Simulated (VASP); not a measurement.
# Y2Lu (Fd-3m) in VASP: further runs

Y2Lu is run at these levels: PBE; tasks: single point, relaxation of cell and atoms.

Everything below comes from runs of VASP 6.6.1. Logs are shortened: lines on timing, memory, paths and dates and some standing lists are left out, and cuts for length are marked.

**1. The cell of the first run**

The structure is cubic, space group Fd-3m (No. 227). The conventional cell has a = 9.249 Å, b = 9.249 Å, c = 9.249 Å, α = 90.00°, β = 90.00°, γ = 90.00°. Within 4.3 Å of Y (site symmetry -3m) lie 6 Y at 3.27 Å and 6 Lu at 3.83 Å. Within 5.0 Å of Lu (site symmetry -43m) lie 12 Y at 3.83 Å and 4 Lu at 4.00 Å.

**2. Single point, PBE**

INCAR

```
SYSTEM = Y2Lu
PREC = Accurate ; ENCUT = 520
EDIFF = 1E-6 ; ISMEAR = 0
SIGMA = 0.1 ; LREAL = .False.
LASPH = .True. ; NELM = 100
ALGO = Normal ; ISIF = 2
LWAVE = .False. ; LCHARG = .False.
GGA = PE ; NBANDS = 56
```

KPOINTS

```
regular mesh
0
Gamma
  4 4 4
  0 0 0
```

POSCAR

```
Y2Lu
1.0
    0.0000000000      4.6244112468      4.6244112468
    4.6244112468      0.0000000000      4.6244112468
    4.6244112468      4.6244112468      0.0000000000
Y Lu
4 2
Direct
    0.1250000000      0.1250000000      0.1250000000
    0.6250000000      0.1250000000      0.1250000000
    0.1250000000      0.1250000000      0.6250000000
    0.1250000000      0.6250000000      0.1250000000
    0.5000000000      0.5000000000      0.5000000000
    0.7500000000      0.7500000000      0.7500000000
```

Potentials or basis: VASP PAW PBE potentials, release 64 (Y_sv, Lu).

The run is started by

```
> cat potpaw_PBE.64/Y_sv/POTCAR potpaw_PBE.64/Lu/POTCAR > POTCAR
> mpirun -np 1 vasp_std > vasp.out
```

OUTCAR:

```text
SYSTEM = Y2Lu
   PREC = Accurate
   ENCUT = 520
   EDIFF = 1E-6
   ISMEAR = 0
   LREAL = .False.
   LASPH = .True.
   NELM = 100
   ISIF = 2
   GGA = PE

 ion  position               nearest neighbor table
   1  0.125  0.125  0.125-   2 3.27   3 3.27   4 3.27   3 3.27   4 3.27   2 3.27   6 3.83   5 3.83
                             6 3.83   5 3.83   6 3.83   5 3.83
   2  0.625  0.125  0.125-   1 3.27   3 3.27   4 3.27   1 3.27   3 3.27   4 3.27   6 3.83   5 3.83
                             5 3.83   6 3.83   5 3.83   6 3.83
   3  0.125  0.125  0.625-   1 3.27   1 3.27   2 3.27   4 3.27   4 3.27   2 3.27   6 3.83   5 3.83
                             6 3.83   5 3.83   6 3.83   5 3.83
   4  0.125  0.625  0.125-   1 3.27   3 3.27   1 3.27   2 3.27   3 3.27   2 3.27   6 3.83   5 3.83
                             6 3.83   5 3.83   6 3.83   5 3.83
   5  0.500  0.500  0.500-   2 3.83   4 3.83   1 3.83   1 3.83   3 3.83   1 3.83   4 3.83   2 3.83
                             4 3.83   3 3.83   2 3.83   3 3.83
   6  0.750  0.750  0.750-   2 3.83   4 3.83   3 3.83   1 3.83   1 3.83   1 3.83   2 3.83   2 3.83
                             3 3.83   4 3.83   3 3.83   4 3.83

  LATTYP: Found a face centered cubic cell.
 ALAT       =     9.2488224936

  Lattice vectors:

 A1 = (   0.0000000000,   4.6244112468,   4.6244112468)
 A2 = (   4.6244112468,   0.0000000000,   4.6244112468)
 A3 = (   4.6244112468,   4.6244112468,   0.0000000000)

Analysis of symmetry for initial positions (statically):
=====================================================================
 Subroutine PRICEL returns:
 Original cell was already a primitive cell.

 Routine SETGRP: Setting up the symmetry group for a
 face centered cubic supercell.

 Subroutine GETGRP returns: Found 48 space group operations
 (whereof 24 operations were pure point group operations)
 out of a pool of 48 trial point group operations.

The static configuration has the point symmetry T_d .
 The point group associated with its full space group is O_h .

Analysis of symmetry for dynamics (positions and initial velocities):
=====================================================================
 Subroutine PRICEL returns:
 Original cell was already a primitive cell.

 Routine SETGRP: Setting up the symmetry group for a
 face centered cubic supercell.

 Subroutine GETGRP returns: Found 48 space group operations
 (whereof 24 operations were pure point group operations)
 out of a pool of 48 trial point group operations.

The dynamic configuration has the point symmetry T_d .
 The point group associated with its full space group is O_h .

 Subroutine INISYM returns: Found 48 space group operations
 (whereof 24 operations are pure point group operations),
 and found     1 'primitive' translations

----------------------------------------------------------------------------------------

                                     Primitive cell

  volume of cell :     197.7877

  direct lattice vectors                    reciprocal lattice vectors
     0.000000000  4.624411247  4.624411247    -0.108121872  0.108121872  0.108121872
     4.624411247  0.000000000  4.624411247     0.108121872 -0.108121872  0.108121872
     4.624411247  4.624411247  0.000000000     0.108121872  0.108121872 -0.108121872

  length of vectors
     6.539905103  6.539905103  6.539905103     0.187272575  0.187272575  0.187272575

  position of ions in fractional coordinates (direct lattice)
     0.125000000  0.125000000  0.125000000
     0.625000000  0.125000000  0.125000000
     0.125000000  0.125000000  0.625000000
     0.125000000  0.625000000  0.125000000
     0.500000000  0.500000000  0.500000000
     0.750000000  0.750000000  0.750000000

  ion indices of the primitive-cell ions
   primitive index   ion index
                 1           1
                 2           2
                 3           3
                 4           4
                 5           5
                 6           6

----------------------------------------------------------------------------------------

 KPOINTS: regular mesh

Automatic generation of k-mesh.
 Grid dimensions read from file:
 generate k-points for:    4    4    4

 Generating k-lattice:

  Cartesian coordinates                     Fractional coordinates (reciprocal lattice)
    -0.027030468  0.027030468  0.027030468     0.250000000  0.000000000  0.000000000
     0.027030468 -0.027030468  0.027030468     0.000000000  0.250000000  0.000000000
     0.027030468  0.027030468 -0.027030468     0.000000000  0.000000000  0.250000000

  Length of vectors
     0.046818144  0.046818144  0.046818144

  Shift w.r.t. Gamma in fractional coordinates (k-lattice)
     0.000000000  0.000000000  0.000000000

 Subroutine IBZKPT returns following result:
 ===========================================

 Found      8 irreducible k-points:

 Following reciprocal coordinates:
            Coordinates               Weight
  0.000000  0.000000  0.000000      1.000000
  0.250000  0.000000  0.000000      8.000000
  0.500000  0.000000  0.000000      4.000000
  0.250000  0.250000  0.000000      6.000000
  0.500000  0.250000  0.000000     24.000000
 -0.250000  0.250000  0.000000     12.000000
  0.500000  0.500000  0.000000      3.000000
 -0.250000  0.500000  0.250000      6.000000
   k-points           NKPTS =      8   k-points in BZ     NKDIM =      8   number of bands    NBANDS=     56
   number of dos      NEDOS =    301   number of ions     NIONS =      6
   total plane-waves  NPLWV = 125000
   dimension x,y,z NGX =    50 NGY =   50 NGZ =   50
   dimension x,y,z NGXF=   100 NGYF=  100 NGZF=  100
   ions per type =               4   2
   NGX,Y,Z   is equivalent  to a cutoff of  12.71, 12.71, 12.71 a.u.
   NGXF,Y,Z  is equivalent  to a cutoff of  25.42, 25.42, 25.42 a.u.
 SYSTEM =  Y2Lu
   PREC   = accura    normal or accurate (medium, high low for compatibility)
   ISTART =      0    job   : 0-new  1-cont  2-samecut
   ICHARG =      2    charge: 1-file 2-atom 10-const
   ISPIN  =      1    spin polarized calculation?
   LNONCOLLINEAR =      F non collinear calculations
   LSORBIT =      F    spin-orbit coupling
   LASPH  =      T    aspherical Exc in radial PAW
   ENCUT  =  520.0 eV  38.22 Ry    6.18 a.u.  12.16 12.16 12.16*2*pi/ulx,y,z
   NELM   =    100;   NELMIN=  2; NELMDL= -5     # of ELM steps
   EDIFF  = 0.1E-05   stopping-criterion for ELM
   LREAL  =      F    real-space projection
   EDIFFG = 0.1E-04   stopping-criterion for IOM
   NSW    =      0    number of steps for IOM
   IBRION =     -1    ionic relax: 0-MD 1-quasi-New 2-CG
   NFREE  =      0    steps in history (QN), initial steepest desc. (CG)
   ISIF   =      2    stress and relaxation
   ISYM   =      2    0-nonsym 1-usesym 2-fastsym
   POTIM  = 0.5000    time-step for ionic-motion
   TEBEG  =    0.0;   TEEND  =   0.0 temperature during run
   PSTRESS=    0.0 pullay stress
   NELECT =      94.0000    total number of electrons
   NUPDOWN=      -1.0000    fix difference up-down
   EMIN   =  10.00;   EMAX   =-10.00  energy-range for DOS
   EFERMI =   0.00;   METHOD = LEGACY
   ISMEAR =     0;   SIGMA  =   0.10  broadening in eV -4-tet -1-fermi 0-gaus
   EFERMI_NEDOS =   21; number of points for ismear=-14 and -15
   IALGO  =     38    algorithm
   IMIX   =      4    mixing-type and parameters
     AMIX     =   0.40;   BMIX     =  1.00
     AMIX_MAG =   1.60;   BMIX_MAG =  1.00
  volume/ion in A,a.u.               =      32.96       222.46
  Fermi-wavevector in a.u.,A,eV,Ry     =   1.277569  2.414255 22.207189  1.632182
  Thomas-Fermi vector in A             =   2.410161
   LORBIT       =      0    0 simple, 1 ext, 2 COOP (PROOUT), +10 PAW based schemes
   GGA     = PE    functional components
   LHFCALC =     F    Hartree Fock is set to
   AEXX    =    0.0000 exact exchange contribution
   IVDW    =     0    specifies the selected vdW correction
   LEPSILON=     F    determine dielectric tensor
   LRPA    =     F    only Hartree local field effects (RPA)
 non-spin polarized calculation
 Gauss-broadening in eV      SIGMA  =   0.10
  energy-cutoff  :      520.00
  volume of cell :      197.79
 maximum number of plane-waves:      5360
 NGX is ok and might be reduce to    50
   NGX = 25   NGY = 25   NGZ = 25

 number of electron      93.9999986 magnetization

 Free energy of the ion-electron system (eV)
  ---------------------------------------------------
  ext. energy  EPLUGINS =         0.00000000
  ---------------------------------------------------
  free energy    TOTEN  =       -33.14985144 eV

  energy without entropy =      -33.11723823  energy(sigma->0) =      -33.13354484

 E-fermi :   2.7376     XC(G=0):  -9.6214

 val. band max:        2.7107853490   @ k =  -0.2500   0.5000   0.2500
 cond. band min:       2.8584989022   @ k =   0.2500   0.0000   0.0000
 fundamental gap:      0.1477135532
 Fermi energy:         2.7375506000

 k-point     1 :       0.0000    0.0000    0.0000
  band No.  band energies     occupation
      1     -54.4050      2.00000
      2     -54.4030      2.00000
      3     -39.9831      2.00000
      4     -39.8521      2.00000
      5     -39.8521      2.00000
      6     -39.8521      2.00000
[... 48 lines left out ...]
     55       4.9586      0.00000
     56       4.9586      0.00000

 k-point     2 :       0.2500    0.0000    0.0000
  band No.  band energies     occupation
      1     -54.4048      2.00000
      2     -54.4032      2.00000
      3     -39.9696      2.00000
      4     -39.8661      2.00000
      5     -39.8521      2.00000
      6     -39.8521      2.00000
[... 48 lines left out ...]
     55       4.8815      0.00000
     56       4.9141      0.00000

 k-point     3 :       0.5000    0.0000    0.0000
  band No.  band energies     occupation
      1     -54.4045      2.00000
      2     -54.4035      2.00000
      3     -39.9508      2.00000
      4     -39.8853      2.00000
      5     -39.8522      2.00000
      6     -39.8522      2.00000
[... 48 lines left out ...]
     55       4.6319      0.00000
     56       4.6381      0.00000

 k-point     4 :       0.2500    0.2500    0.0000
  band No.  band energies     occupation
      1     -54.4047      2.00000
      2     -54.4033      2.00000
      3     -39.9642      2.00000
      4     -39.8716      2.00000
      5     -39.8522      2.00000
      6     -39.8522      2.00000
[... 48 lines left out ...]
     55       4.6411      0.00000
     56       4.6441      0.00000

 k-point     5 :       0.5000    0.2500    0.0000
  band No.  band energies     occupation
      1     -54.4043      2.00000
      2     -54.4036      2.00000
      3     -39.9413      2.00000
      4     -39.8950      2.00000
      5     -39.8522      2.00000
      6     -39.8522      2.00000
[... 48 lines left out ...]
     55       4.2646      0.00000
     56       4.5116      0.00000

 k-point     6 :      -0.2500    0.2500    0.0000
  band No.  band energies     occupation
      1     -54.4045      2.00000
      2     -54.4035      2.00000
      3     -39.9508      2.00000
      4     -39.8853      2.00000
      5     -39.8522      2.00000
      6     -39.8522      2.00000
[... 48 lines left out ...]
     55       4.3748      0.00000
     56       4.6739      0.00000

 k-point     7 :       0.5000    0.5000    0.0000
  band No.  band energies     occupation
      1     -54.4040      2.00000
      2     -54.4040      2.00000
      3     -39.9182      2.00000
      4     -39.9182      2.00000
      5     -39.8522      2.00000
      6     -39.8522      2.00000
[... 48 lines left out ...]
     55       4.2013      0.00000
     56       4.2013      0.00000

 k-point     8 :      -0.2500    0.5000    0.2500
  band No.  band energies     occupation
      1     -54.4040      2.00000
      2     -54.4040      2.00000
      3     -39.9182      2.00000
      4     -39.9182      2.00000
      5     -39.8522      2.00000
      6     -39.8522      2.00000
[... 48 lines left out ...]
     55       4.0662      0.00000
     56       4.0662      0.00000

------------------------ aborting loop because EDIFF is reached ----------------------------------------

  FORCE on cell =-STRESS in cart. coord.  units (eV):
  Direction    XX          YY          ZZ          XY          YZ          ZX
  --------------------------------------------------------------------------------------
  -------------------------------------------------------------------------------------
  Total       -0.0283404     -0.0283404     -0.0283404     -0.0000000     -0.0000000     -0.0000000
  in kB       -0.2295712     -0.2295712     -0.2295712     -0.0000000     -0.0000000     -0.0000000
  external PRESSURE =      -0.2295712 kB  Pullay stress =       0.0000000 kB

 VOLUME and BASIS-vectors are now :
 -----------------------------------------------------------------------------
  energy-cutoff  :      520.00
  volume of cell :      197.79
      direct lattice vectors                 reciprocal lattice vectors
     0.000000000  4.624411247  4.624411247    -0.108121872  0.108121872  0.108121872
     4.624411247  0.000000000  4.624411247     0.108121872 -0.108121872  0.108121872
     4.624411247  4.624411247  0.000000000     0.108121872  0.108121872 -0.108121872

 POSITION                                       TOTAL-FORCE (eV/Angst)
 -----------------------------------------------------------------------------------
      1.15610      1.15610      1.15610         0.000000     -0.000000      0.000000
      1.15610      3.46831      3.46831         0.000000     -0.000000      0.000000
      3.46831      3.46831      1.15610         0.000000     -0.000000      0.000000
      3.46831      1.15610      3.46831         0.000000     -0.000000      0.000000
      4.62441      4.62441      4.62441         0.000000      0.000000     -0.000000
      6.93662      6.93662      6.93662        -0.000000     -0.000000      0.000000
 -----------------------------------------------------------------------------------
    total drift:                               -0.000000      0.000000     -0.000000

  FREE ENERGIE OF THE ION-ELECTRON SYSTEM (eV)
  ---------------------------------------------------
  free  energy   TOTEN  =       -33.1498514441 eV

  energy  without entropy=      -33.1172382263  energy(sigma->0) =      -33.13354484
```

Wall time 2.3 min (1 thread of Intel Xeon Platinum 8488C (Sapphire Rapids), shared host); peak memory 0.38 GiB.

What came out:

```
Free energy            : -33.1499 eV
Pressure               : 0.0 GPa
Band gap on the k mesh : zero (band 47 reaches 3.02 eV, above the bottom of band 48 at 2.37 eV)
```

Levels at points of the mesh, in eV from the Fermi level:
```
           k point  band 44  band 45  band 46  band 47  band 48  band 49  band 50  band 51
(0.00, 0.00, 0.00)    -1.05    -1.05    -1.05     0.28     0.28     0.28     0.28     0.28
(0.50, 0.00, 0.00)    -0.85    -0.25    -0.25    -0.12    -0.12     0.27     0.30     0.30
(0.50, 0.50, 0.00)    -1.01    -0.38    -0.38    -0.36    -0.36     0.16     0.16     0.41
```

Caveat: spin-orbit coupling is left out, which moves the levels of the heavy elements.

(Part 1 of 2 ends here.)
